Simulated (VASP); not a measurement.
Set up this calculation in VASP 6.6.1, as the native input.

```
Task                               : band structure
Functional                         : HSE03
Potentials or basis                : VASP PAW PBE potentials, release 64 (Ba_sv, S)
Cutoff                             : 520 eV
k mesh                             : 6 × 6 × 6
Occupations                        : gaussian, width 0.02 eV
Spin                               : no spin polarisation
Grid for exact exchange (PRECFOCK) : Fast
Further INCAR settings             : ALGO = Normal; EDIFF = 1e-06
Share of exact exchange            : 0.25
Screening parameter                : 0.3 1/Å
```

The system is BaS.

```
Ba S
1.0
     0.00000    3.19375    3.19375
     3.19375    0.00000    3.19375
     3.19375    3.19375    0.00000
Ba S
1 1
Direct
  0.00000 0.00000 0.00000
  0.50000 0.50000 0.50000
```

The input as run:

POSCAR

```
BaS
1.0
    0.0000000000      3.1937500000      3.1937500000
    3.1937500000      0.0000000000      3.1937500000
    3.1937500000      3.1937500000      0.0000000000
Ba S
1 1
Direct
    0.0000000000      0.0000000000      0.0000000000
    0.5000000000      0.5000000000      0.5000000000
```

INCAR.step1

```
SYSTEM = BaS
PREC = Accurate
ENCUT = 520
EDIFF = 1E-5
ISMEAR = 0
SIGMA = 0.02
LREAL = .False.
LASPH = .True.
NELM = 60
ALGO = Normal
ISIF = 2
LWAVE = .True.
LCHARG = .False.
GGA = PE
KPAR = 4
```

INCAR.step2

```
SYSTEM = BaS
PREC = Accurate
ENCUT = 520
EDIFF = 1E-6
ISMEAR = 0
SIGMA = 0.02
LREAL = .False.
LASPH = .True.
NELM = 60
ALGO = Normal
ISIF = 2
LWAVE = .False.
LCHARG = .False.
GGA = PE
LHFCALC = .True.
HFSCREEN = 0.3
PRECFOCK = Fast
ISTART = 1
KPAR = 4
```

KPOINTS

```
Automatic mesh
0
Gamma
  6 6 6
  0 0 0
```

KPOINTS_OPT

```
path GXWKGLUWLK,UX
8
line-mode
reciprocal
 0.0000000000  0.0000000000  0.0000000000  G
 0.5000000000  0.0000000000  0.5000000000  X

 0.5000000000  0.0000000000  0.5000000000  X
 0.5000000000  0.2500000000  0.7500000000  W

 0.5000000000  0.2500000000  0.7500000000  W
 0.3750000000  0.3750000000  0.7500000000  K

 0.3750000000  0.3750000000  0.7500000000  K
 0.0000000000  0.0000000000  0.0000000000  G

 0.0000000000  0.0000000000  0.0000000000  G
 0.5000000000  0.5000000000  0.5000000000  L

 0.5000000000  0.5000000000  0.5000000000  L
 0.6250000000  0.2500000000  0.6250000000  U

 0.6250000000  0.2500000000  0.6250000000  U
 0.5000000000  0.2500000000  0.7500000000  W

 0.5000000000  0.2500000000  0.7500000000  W
 0.5000000000  0.5000000000  0.5000000000  L

 0.5000000000  0.5000000000  0.5000000000  L
 0.3750000000  0.3750000000  0.7500000000  K

 0.6250000000  0.2500000000  0.6250000000  U
 0.5000000000  0.0000000000  0.5000000000  X
```

Potentials or basis: VASP PAW PBE potentials, release 64 (Ba_sv, S).

The run is started by

```bash
$ cat potpaw_PBE.64/Ba_sv/POTCAR potpaw_PBE.64/S/POTCAR > POTCAR
$ cp INCAR.step1 INCAR
$ mpirun -np 4 vasp_std > vasp.out
$ cp INCAR.step2 INCAR
$ mpirun -np 4 vasp_std > vasp.out
```

It gave:

The pressure is 1.0 GPa, the band gap on the k mesh is 2.82 eV (least direct gap 2.97 eV) and the band gap along the path is 2.82 eV (least direct gap 2.97 eV).

Caveat: the PAW data sets were made with another functional, which shifts forces and pressure a little; spin-orbit coupling is left out, which moves the levels of the heavy elements.

Wall time 11 min on 4 MPI ranks on Intel(R) Xeon(R) 6975P-C (Granite Rapids), on a shared host, peak memory 0.39 GiB a rank.
